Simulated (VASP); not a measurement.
# Li (P-1) in VASP: notebook, part 2 of 2

VASP 6.6.1. The steps go on from the part before.

## 3. Single point, PBE (equal xy, yz and zx shear strains of +2 %)

INCAR reads:

```
  PREC = Accurate
  ENCUT = 520
  EDIFF = 1E-7
  ISMEAR = -1
  SIGMA = 0.08
  LREAL = F
  LASPH = T
  NELM = 60
  ALGO = Normal
  ISIF = 2
  LWAVE = F
  LCHARG = F
  GGA = PE
  NBANDS = 10
```

KPOINTS reads:

```
regular mesh
0
Gamma
  15 15 8
```

POSCAR reads:

```
Li
1.0
    3.1110021516      0.0311100215      0.0311100215
   -1.5285590069      2.6786518837      0.0113870582
    0.0509300000      0.0509300000      5.0930000000
Li
2
Direct
    0.3333333333      0.6666666667      0.2500000000
    0.6666666667      0.3333333333      0.7500000000
```

Potentials or basis: VASP PAW PBE potentials, release 64 (Li_sv).

On the command line:

```
cat potpaw_PBE.64/Li_sv/POTCAR > POTCAR
mpirun -np 1 vasp_std > vasp.out
```

OUTCAR:

```text
PREC = Accurate
   ENCUT = 520
   EDIFF = 1E-7
   ISMEAR = -1
   LREAL = F
   LASPH = T
   NELM = 60
   ISIF = 2
   GGA = PE

 ion  position               nearest neighbor table
   1  0.333  0.667  0.250-
   2  0.667  0.333  0.750-

  LATTYP: Found a triclinic cell.
 ALAT       =     3.1382705254
 B/A-ratio  =     0.9827452114
 C/A-ratio  =     1.6230306576
 COS(alpha) =     0.0074204947
 COS(beta)  =     0.0272158148
 COS(gamma) =     0.5000757388

  Lattice vectors:

 A1 = (   1.5824431447,   2.7097619052,   0.0424970797)
 A2 = (  -1.5285590069,   2.6786518837,   0.0113870582)
 A3 = (   0.0509300000,   0.0509300000,   5.0930000000)

Analysis of symmetry for initial positions (statically):
=====================================================================
 Subroutine PRICEL returns:
 Original cell was already a primitive cell.

 Routine SETGRP: Setting up the symmetry group for a
 triclinic supercell.

 Subroutine GETGRP returns: Found  2 space group operations
 (whereof  2 operations were pure point group operations)
 out of a pool of  2 trial point group operations.

The static configuration has the point symmetry S_2 .

Analysis of symmetry for dynamics (positions and initial velocities):
=====================================================================
 Subroutine PRICEL returns:
 Original cell was already a primitive cell.

 Routine SETGRP: Setting up the symmetry group for a
 triclinic supercell.

 Subroutine GETGRP returns: Found  2 space group operations
[... 111 lines left out ...]
   POTIM  = 0.5000    time-step for ionic-motion
   TEBEG  =    0.0;   TEEND  =   0.0 temperature during run
   PSTRESS=    0.0 pullay stress
   NELECT =       6.0000    total number of electrons
   NUPDOWN=      -1.0000    fix difference up-down
   EMIN   =  10.00;   EMAX   =-10.00  energy-range for DOS
   EFERMI =   0.00;   METHOD = LEGACY
   ISMEAR =    -1;   SIGMA  =   0.08  broadening in eV -4-tet -1-fermi 0-gaus
   EFERMI_NEDOS =   21; number of points for ismear=-14 and -15
   IALGO  =     38    algorithm
   IMIX   =      4    mixing-type and parameters
     AMIX     =   0.40;   BMIX     =  1.00
     AMIX_MAG =   1.60;   BMIX_MAG =  1.00
  volume/ion in A,a.u.               =      21.34       143.99
  Fermi-wavevector in a.u.,A,eV,Ry     =   0.851269  1.608665  9.859580  0.724659
  Thomas-Fermi vector in A             =   1.967376
   LORBIT       =      0    0 simple, 1 ext, 2 COOP (PROOUT), +10 PAW based schemes
   GGA     = PE    functional components
   LHFCALC =     F    Hartree Fock is set to
   AEXX    =    0.0000 exact exchange contribution
   IVDW    =     0    specifies the selected vdW correction
   LEPSILON=     F    determine dielectric tensor
   LRPA    =     F    only Hartree local field effects (RPA)
 non-spin polarized calculation
  energy-cutoff  :      520.00
  volume of cell :       42.68
 maximum number of plane-waves:      1165
   NGX = 11   NGY = 11   NGZ = 19

 number of electron       5.9999995 magnetization

 Free energy of the ion-electron system (eV)
  ---------------------------------------------------
  ext. energy  EPLUGINS =         0.00000000
  ---------------------------------------------------
  free energy    TOTEN  =        -3.81674646 eV

  energy without entropy =       -3.79524264  energy(sigma->0) =       -3.80599455

 E-fermi :   0.4831     XC(G=0):  -6.9205

 val. band max:        0.4825324714   @ k =   0.4667   0.0667   0.1250
 cond. band min:       0.4835054284   @ k =   0.3333  -0.3333   0.3750
 fundamental gap:      0.0009729571
 Fermi energy:         0.4831273542

 k-point     1 :       0.0000    0.0000    0.0000
  band No.  band energies     occupation
      1     -46.1332      2.00000
      2     -46.1187      2.00000
      3      -3.0082      2.00000
      4       0.4778      1.03337
      5       3.2281      0.00000
      6      12.3811      0.00000
      7      12.6632      0.00000
      8      13.7128      0.00000
      9      14.0241      0.00000
     10      14.3964      0.00000
[... 287 lines left out ...]
 k-point    24 :       0.0000    0.1333    0.0000
  band No.  band energies     occupation
      1     -46.1311      2.00000
      2     -46.1177      2.00000
      3      -2.7301      2.00000
      4       0.8380      0.02341
      5       3.3407      0.00000
      6      10.2289      0.00000
      7      11.1436      0.00000
      8      13.6870      0.00000
      9      13.9772      0.00000
     10      14.2961      0.00000

 [... further k-points ...]
[... 5 lines left out ...]
  --------------------------------------------------------------------------------------
  -------------------------------------------------------------------------------------
  Total       -0.1969407     -0.1920055     -0.1929293     -0.0303920     -0.0285355     -0.0288440
  in kB       -7.3938481     -7.2085627     -7.2432455     -1.1410226     -1.0713236     -1.0829045
  external PRESSURE =      -7.2818854 kB  Pullay stress =       0.0000000 kB

 VOLUME and BASIS-vectors are now :
 -----------------------------------------------------------------------------
  energy-cutoff  :      520.00
  volume of cell :       42.68
      direct lattice vectors                 reciprocal lattice vectors
     3.111002152  0.031110022  0.031110022     0.319665670  0.182436925 -0.005021026
    -1.528559007  2.678651884  0.011387058    -0.003675646  0.371240257 -0.003675646
     0.050930000  0.050930000  5.093000000    -0.001944424 -0.001944424  0.196386817

 POSITION                                       TOTAL-FORCE (eV/Angst)
 -----------------------------------------------------------------------------------
      0.03069      1.80887      1.29121        -0.006605     -0.000070      0.000701
      1.60268      0.95182      3.84429         0.006605      0.000070     -0.000701
 -----------------------------------------------------------------------------------
    total drift:                               -0.000000      0.000000     -0.000000

  FREE ENERGIE OF THE ION-ELECTRON SYSTEM (eV)
  ---------------------------------------------------
  free  energy   TOTEN  =        -3.8167464553 eV

  energy  without entropy=       -3.7952426423  energy(sigma->0) =       -3.80599455
```

OSZICAR:

```text
N       E                     dE             d eps       ncg     rms          rms(c)
DAV:   1     0.175546715357E+02    0.17555E+02   -0.31849E+03 18028   0.563E+02
DAV:   2    -0.103866133244E+01   -0.18593E+02   -0.18083E+02 22842   0.110E+02
DAV:   3    -0.376248181740E+01   -0.27238E+01   -0.27039E+01 29884   0.318E+01
DAV:   4    -0.381980679509E+01   -0.57325E-01   -0.57209E-01 23522   0.485E+00
DAV:   5    -0.382036711464E+01   -0.56032E-03   -0.56030E-03 24222   0.485E-01    0.353E-01
DAV:   6    -0.381793844028E+01    0.24287E-02   -0.62828E-04 31938   0.122E-01    0.200E-01
DAV:   7    -0.381675067275E+01    0.11878E-02   -0.12358E-03 35254   0.163E-01    0.358E-02
DAV:   8    -0.381674606875E+01    0.46040E-05   -0.18904E-05 20392   0.390E-02    0.217E-03
DAV:   9    -0.381674675729E+01   -0.68854E-06   -0.11856E-06 32028   0.106E-02    0.610E-04
DAV:  10    -0.381674644265E+01    0.31464E-06   -0.45527E-08 13884   0.188E-03    0.125E-04
DAV:  11    -0.381674645534E+01   -0.12697E-07   -0.11436E-08 11344   0.943E-04
   1 F= -.38167465E+01 E0= -.38059945E+01  d E =-.215038E-01
```

Wall time 87 s (1 thread of Intel Xeon 6975P-C (Granite Rapids), shared host); peak memory 0.37 GiB.

What came out:

| Property | Result |
| --- | --- |
| Free energy | -3.8167 eV |
| Largest force | 0.007 eV/Å |
| Band gap on the k mesh | zero (bands 3 and 4 overlap by 4.44 eV) |

Forces on the atoms (eV/Å):
```
Li  -0.007  0.000  0.001
Li   0.007  0.000 -0.001
```

Caveat: the cell differs from its parent crystal (equal xy, yz and zx shear strains of +2 %); the cutoff is under 1.25 times the usual one of these potentials, so pressure, stress and relaxed cells hold a basis-set (Pulay) error.
